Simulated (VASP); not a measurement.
# LiNbO3 (R3c) in VASP: relaxation of the atoms with PBE

Aim: the relaxation of the atoms of LiNbO3 with PBE.

Everything below comes from runs of VASP 6.6.1. Logs are shortened: lines on timing, memory, paths and dates and some standing lists are left out, and cuts for length are marked.

**1. The cell of the first run**

The structure is trigonal, space group R3c (No. 161). The conventional cell has a = 5.254 Å, b = 5.254 Å, c = 13.876 Å, α = 90.00°, β = 90.00°, γ = 120.00°. Li (site symmetry 3) has 6 O at 2.11 to 2.41 Å within 2.8 Å. Within 2.5 Å of Nb (site symmetry 3) lie 6 O at 1.91 to 2.09 Å. Within 2.5 Å of O (site symmetry 1) lie 2 Nb at 1.91 to 2.09 Å and 2 Li at 2.11 to 2.41 Å.

**2. Relaxation of the atoms, PBE**

Input file INCAR:

```
SYSTEM = LiNbO3
  PREC = Accurate
  ENCUT = 520
  EDIFF = 1E-6
  ISMEAR = 0
  SIGMA = 0.01
  LREAL = .FALSE.
  LASPH = .TRUE.
  NELM = 100
  ALGO = Normal
  ISIF = 2
  LWAVE = .FALSE.
  LCHARG = .FALSE.
  GGA = PE
  IBRION = 2
  NSW = 80
  EDIFFG = -0.003
```

Input file KPOINTS:

```
Automatic mesh
0
G
  5 5 5
  0 0 0
```

Input file POSCAR:

```
LiNbO3
1.0
    2.6270998535      1.5167568076      4.6253000000
   -2.6270998535      1.5167568076      4.6253000000
    0.0000000000     -3.0335136152      4.6253000000
Li Nb O
2 2 6
Direct
    0.2875000000      0.2875000000      0.2875000000
    0.7875000000      0.7875000000      0.7875000000
    0.0128000000      0.0128000000      0.0128000000
    0.5128000000      0.5128000000      0.5128000000
    0.1409000000      0.3626000000      0.7464000000
    0.7464000000      0.1409000000      0.3626000000
    0.3626000000      0.7464000000      0.1409000000
    0.2464000000      0.8626000000      0.6409000000
    0.8626000000      0.6409000000      0.2464000000
    0.6409000000      0.2464000000      0.8626000000
```

Potentials or basis: VASP PAW PBE potentials, release 64 (Li_sv, Nb_sv, O).

Command:

```
$ cat potpaw_PBE.64/Li_sv/POTCAR potpaw_PBE.64/Nb_sv/POTCAR potpaw_PBE.64/O/POTCAR > POTCAR
$ mpirun -np 1 vasp_std > vasp.out
```

OUTCAR:

```text
SYSTEM = LiNbO3
   PREC = Accurate
   ENCUT = 520
   EDIFF = 1E-6
   ISMEAR = 0
   LREAL = .FALSE.
   LASPH = .TRUE.
   NELM = 100
   ISIF = 2
   GGA = PE
   IBRION = 2
   NSW = 80
   EDIFFG = -0.003

 ion  position               nearest neighbor table
   1  0.288  0.288  0.288-   8 2.11  10 2.11   9 2.11
   2  0.788  0.788  0.788-   7 2.11   6 2.11   5 2.11
   3  0.013  0.013  0.013-   5 1.91   6 1.91   7 1.91   9 2.09   8 2.09  10 2.09
   4  0.513  0.513  0.513-   9 1.91  10 1.91   8 1.91   5 2.09   7 2.09   6 2.09
   5  0.141  0.363  0.746-   3 1.91   4 2.09   2 2.11
   6  0.746  0.141  0.363-   3 1.91   4 2.09   2 2.11
   7  0.363  0.746  0.141-   3 1.91   4 2.09   2 2.11
   8  0.246  0.863  0.641-   4 1.91   3 2.09   1 2.11
   9  0.863  0.641  0.246-   4 1.91   3 2.09   1 2.11
  10  0.641  0.246  0.863-   4 1.91   3 2.09   1 2.11

  LATTYP: Found a trigonal (rhomboedric) cell.
 ALAT       =     5.5313294011
 COS(alpha) =     0.5488467280

  Lattice vectors:

 A1 = (   2.6270998535,   1.5167568076,   4.6253000000)
 A2 = (  -2.6270998535,   1.5167568076,   4.6253000000)
 A3 = (   0.0000000000,  -3.0335136152,   4.6253000000)

Analysis of symmetry for initial positions (statically):
=====================================================================
 Subroutine PRICEL returns:
 Original cell was already a primitive cell.

 Routine SETGRP: Setting up the symmetry group for a
 trigonal (rhombohedral) supercell.

 Subroutine GETGRP returns: Found  6 space group operations
 (whereof  3 operations were pure point group operations)
 out of a pool of 12 trial point group operations.

The static configuration has the point symmetry C_3 .
 The point group associated with its full space group is C_3v.

Analysis of symmetry for dynamics (positions and initial velocities):
=====================================================================
 Subroutine PRICEL returns:
 Original cell was already a primitive cell.

 Routine SETGRP: Setting up the symmetry group for a
 trigonal (rhombohedral) supercell.

 Subroutine GETGRP returns: Found  6 space group operations
 (whereof  3 operations were pure point group operations)
 out of a pool of 12 trial point group operations.

The dynamic configuration has the point symmetry C_3 .
 The point group associated with its full space group is C_3v.

 Subroutine INISYM returns: Found  6 space group operations
 (whereof  3 operations are pure point group operations),
 and found     1 'primitive' translations

----------------------------------------------------------------------------------------

[... 107 lines left out ...]
   NFREE  =      1    steps in history (QN), initial steepest desc. (CG)
   ISIF   =      2    stress and relaxation
   ISYM   =      2    0-nonsym 1-usesym 2-fastsym
   POTIM  = 0.5000    time-step for ionic-motion
   TEBEG  =    0.0;   TEEND  =   0.0 temperature during run
   PSTRESS=    0.0 pullay stress
   NELECT =      68.0000    total number of electrons
   NUPDOWN=      -1.0000    fix difference up-down
   EMIN   =  10.00;   EMAX   =-10.00  energy-range for DOS
   EFERMI =   0.00;   METHOD = LEGACY
   ISMEAR =     0;   SIGMA  =   0.01  broadening in eV -4-tet -1-fermi 0-gaus
   EFERMI_NEDOS =   21; number of points for ismear=-14 and -15
   IALGO  =     38    algorithm
   IMIX   =      4    mixing-type and parameters
     AMIX     =   0.40;   BMIX     =  1.00
     AMIX_MAG =   1.60;   BMIX_MAG =  1.00
  volume/ion in A,a.u.               =      11.06        74.62
  Fermi-wavevector in a.u.,A,eV,Ry     =   1.392141  2.630765 26.368862  1.938057
  Thomas-Fermi vector in A             =   2.515912
   LORBIT       =      0    0 simple, 1 ext, 2 COOP (PROOUT), +10 PAW based schemes
   GGA     = PE    functional components
   LHFCALC =     F    Hartree Fock is set to
   AEXX    =    0.0000 exact exchange contribution
   IVDW    =     0    specifies the selected vdW correction
   LEPSILON=     F    determine dielectric tensor
   LRPA    =     F    only Hartree local field effects (RPA)
 conjugate gradient relaxation of ions
 non-spin polarized calculation
 Gauss-broadening in eV      SIGMA  =   0.01
  energy-cutoff  :      520.00
  volume of cell :      110.58
 maximum number of plane-waves:      2992
 NGX is ok and might be reduce to    42
   NGX = 21   NGY = 21   NGZ = 21

--------------------------------------- Ionic step        1  -------------------------------------------

 number of electron      68.0000003 magnetization

 Free energy of the ion-electron system (eV)
  ---------------------------------------------------
  ext. energy  EPLUGINS =         0.00000000
  ---------------------------------------------------
  free energy    TOTEN  =       -79.91859593 eV

  energy without entropy =      -79.91859593  energy(sigma->0) =      -79.91859593

------------------------ aborting loop because EDIFF is reached ----------------------------------------

  FORCE on cell =-STRESS in cart. coord.  units (eV):
  Direction    XX          YY          ZZ          XY          YZ          ZX
  --------------------------------------------------------------------------------------
  -------------------------------------------------------------------------------------
  Total       -0.0759736     -0.0759736      0.4228168      0.0000000      0.0000000      0.0000000
  in kB       -1.1007519     -1.1007519      6.1260298      0.0000000      0.0000000      0.0000000
  external PRESSURE =       1.3081753 kB  Pullay stress =       0.0000000 kB
[... 113 lines left out ...]
  FREE ENERGIE OF THE ION-ELECTRON SYSTEM (eV)
  ---------------------------------------------------
  free  energy   TOTEN  =       -79.9936238400 eV

  energy  without entropy=      -79.9936238400  energy(sigma->0) =      -79.99362384

[... ionic steps 4 to 16 ...]

--------------------------------------- Ionic step       17  -------------------------------------------

 number of electron      67.9999994 magnetization

------------------------ aborting loop because EDIFF is reached ----------------------------------------
[... 83 lines left out ...]
--------------------------------------- Ionic step       19  -------------------------------------------

 number of electron      67.9999994 magnetization

 Free energy of the ion-electron system (eV)
  ---------------------------------------------------
  ext. energy  EPLUGINS =         0.00000000
  ---------------------------------------------------
  free energy    TOTEN  =       -80.02087437 eV

  energy without entropy =      -80.02087437  energy(sigma->0) =      -80.02087437

 E-fermi :   3.2925     XC(G=0): -10.5839

 val. band max:        3.2094614375   @ k =   0.0000   0.0000   0.0000
 cond. band min:       6.7123972310   @ k =  -0.4000   0.4000   0.0000
 fundamental gap:      3.5029357936
 Fermi energy:         3.2924858620

 k-point     1 :       0.0000    0.0000    0.0000
  band No.  band energies     occupation
      1     -51.0415      2.00000
      2     -51.0288      2.00000
      3     -39.6041      2.00000
      4     -39.6021      2.00000
      5     -27.3053      2.00000
      6     -27.3053      2.00000
[... 843 lines left out ...]
  FREE ENERGIE OF THE ION-ELECTRON SYSTEM (eV)
  ---------------------------------------------------
  free  energy   TOTEN  =       -80.0208743661 eV

  energy  without entropy=      -80.0208743661  energy(sigma->0) =      -80.02087437

 reached required accuracy - stopping structural energy minimisation
```

OSZICAR:

```text
N       E                     dE             d eps       ncg     rms          rms(c)
DAV:   1     0.763673804215E+03    0.76367E+03   -0.37086E+04  1520   0.178E+03
DAV:   2    -0.312239883452E+02   -0.79490E+03   -0.77824E+03  2128   0.620E+02
[... 149 lines left out ...]
DAV:   1    -0.800208674813E+02   -0.35433E-06   -0.21191E-05  1440   0.293E-02    0.127E-03
DAV:   2    -0.800208674646E+02    0.16758E-07   -0.56451E-07   760   0.698E-03
  18 F= -.80020867E+02 E0= -.80020867E+02  d E =-.605796E-04
       N       E                     dE             d eps       ncg     rms          rms(c)
DAV:   1    -0.800208481357E+02    0.19346E-04   -0.10688E-02  1824   0.683E-01    0.139E-02
DAV:   2    -0.800208746204E+02   -0.26485E-04   -0.29240E-04  2008   0.131E-01    0.894E-03
DAV:   3    -0.800208743661E+02    0.25431E-06   -0.93492E-06  2112   0.196E-02
  19 F= -.80020874E+02 E0= -.80020874E+02  d E =-.690151E-05
```

CONTCAR:

```text
LiNbO3
   1.00000000000000
     2.6270998534999999    1.5167568076000000    4.6253000000000002
    -2.6270998534999999    1.5167568076000000    4.6253000000000002
     0.0000000000000000   -3.0335136152000000    4.6253000000000002
  Li              Nb              O
     2     2     6
Direct
     0.2966035963296080    0.2966035963296080    0.2966035963296080
     0.7966035963296081    0.7966035963296081    0.7966035963296081
     0.0162178434331814    0.0162178434331814    0.0162178434331814
     0.5162178434331818    0.5162178434331818    0.5162178434331818
     0.1309772988274164    0.3686095361980009    0.7377917252117969
     0.7377917252117969    0.1309772988274164    0.3686095361980009
     0.3686095361980009    0.7377917252117969    0.1309772988274164
     0.2377917252117969    0.8686095361980010    0.6309772988274162
     0.8686095361980010    0.6309772988274162    0.2377917252117968
     0.6309772988274162    0.2377917252117968    0.8686095361980010

  0.00000000E+00  0.00000000E+00  0.00000000E+00
  0.00000000E+00  0.00000000E+00  0.00000000E+00
  0.00000000E+00  0.00000000E+00  0.00000000E+00
  0.00000000E+00  0.00000000E+00  0.00000000E+00
  0.00000000E+00  0.00000000E+00  0.00000000E+00
  0.00000000E+00  0.00000000E+00  0.00000000E+00
  0.00000000E+00  0.00000000E+00  0.00000000E+00
  0.00000000E+00  0.00000000E+00  0.00000000E+00
  0.00000000E+00  0.00000000E+00  0.00000000E+00
  0.00000000E+00  0.00000000E+00  0.00000000E+00
```

It took 22 min on 1 thread of Intel Xeon Platinum 8259CL at 2.50GHz (Skylake/Cascade Lake), shared host; peak memory 0.3 GiB.

What came out:

```yaml
Free_energy: -80.0209 eV
Energy_gained_by_relaxing: 10.2 meV/atom
Ionic_steps: 19
Band_gap_on_the_k_mesh: 3.50 eV (least direct gap 3.53 eV)
```

The path:
```
step  energy change (eV)  largest force (eV/Å)  pressure (GPa)
   1              0.0000                0.3939            0.13
   2             -0.0370                0.2980           -0.40
   3             -0.0750                0.1746           -1.88
   4             -0.0765                0.1628           -1.63
   5             -0.0833                0.1417           -1.18
   6             -0.0840                0.1765           -1.00
   7             -0.0891                0.1105           -1.38
   8             -0.0928                0.0787           -2.09
   9             -0.0954                0.0690           -2.05
  10             -0.1006                0.0421           -1.89
  11             -0.0979                0.0644           -1.54
  12             -0.1017                0.0297           -1.78
  13             -0.1018                0.0293           -1.77
  14             -0.1022                0.0153           -1.57
  15             -0.1022                0.0180           -1.49
  16             -0.1021                0.0321           -1.65
  17             -0.1023                0.0048           -1.56
  18             -0.1023                0.0058           -1.56
  19             -0.1023                0.0011           -1.53
```

Final structure:
```xyz
10
Lattice="2.6271 1.5168 4.6253 -2.6271 1.5168 4.6253 0.0000 -3.0335 4.6253" Properties=species:S:1:pos:R:3 pbc="T T T"
Li    0.0000    0.0000    4.1156
Li    0.0000    0.0000   11.0536
Nb    0.0000    0.0000    0.2250
Nb    0.0000    0.0000    7.1630
O    -0.6243   -1.4803    5.7232
O     1.5942    0.1995    5.7232
O    -0.9699    1.2808    5.7232
O    -1.6572   -0.2359    8.0359
O     0.6243    1.5532    8.0359
O     1.0329   -1.3172    8.0359
```

Caveat: the cutoff is under 1.25 times the usual one of these potentials, so pressure, stress and relaxed cells hold a basis-set (Pulay) error.
